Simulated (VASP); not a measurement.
Ni: single point with PBEsol

Ni:

```
Ni
1.0
     0.00000    1.73757    1.73757
     1.73757    0.00000    1.73757
     1.73757    1.73757    0.00000
Ni
1
Direct
  0.00000 0.00000 0.00000
```

```json
{"Program": "VASP 6.6.1", "Task": "single point", "Functional": "PBEsol", "Potentials or basis": "VASP PAW PBE potentials, release 64 (Ni)", "Cutoff": "600 eV", "k mesh": "8 × 8 × 8", "Occupations": "gaussian, width 0.1 eV", "Spin": "collinear spin, ferromagnetic start", "Starting moments": "[2.0] μB", "Dipole correction": "no", "Further INCAR settings": "ALGO = Normal; EDIFF = 1e-06; NBANDS = 15"}
```

The pressure is -2.1 GPa, the net moment is 0.70 μB per cell and the site moments are Ni +0.70 μB. The valence electrons inside the program's atomic spheres are Ni 9.38.

Levels at points of the mesh, in eV from the Fermi level:
Spin up:
```csv
k point,band 1,band 2,band 3,band 4,band 5,band 6,band 7,band 8,band 9,band 10
"(0.00, 0.00, 0.00)",-9.31,-2.57,-2.57,-2.57,-1.34,-1.34,24.01,28.13,28.13,28.13
"(0.50, 0.00, 0.00)",-5.08,-2.56,-2.56,-0.64,-0.64,-0.41,5.88,22.49,25.24,25.24
"(0.50, 0.50, 0.00)",-4.92,-4.43,-0.59,-0.49,-0.49,2.42,9.50,15.11,15.11,20.14
```
Spin down:
| k point | band 3 | band 4 | band 5 | band 6 | band 7 | band 8 |
| --- | --- | --- | --- | --- | --- | --- |
| (0.00, 0.00, 0.00) | -1.78 | -1.78 | -0.65 | -0.65 | 23.92 | 28.15 |
| (0.50, 0.00, 0.00) | -1.87 | -0.42 | 0.19 | 0.19 | 6.35 | 22.40 |
| (0.50, 0.50, 0.00) | 0.12 | 0.41 | 0.41 | 2.43 | 9.81 | 15.16 |

Wall time 7.7 s on 1 thread of Intel(R) Xeon(R) 6975P-C (Granite Rapids), with other jobs on the host, peak memory 0.13 GiB.

Caveat: the k points lie up to 0.39 Å⁻¹ apart; the PAW data sets were made with another functional, which shifts forces and pressure a little.
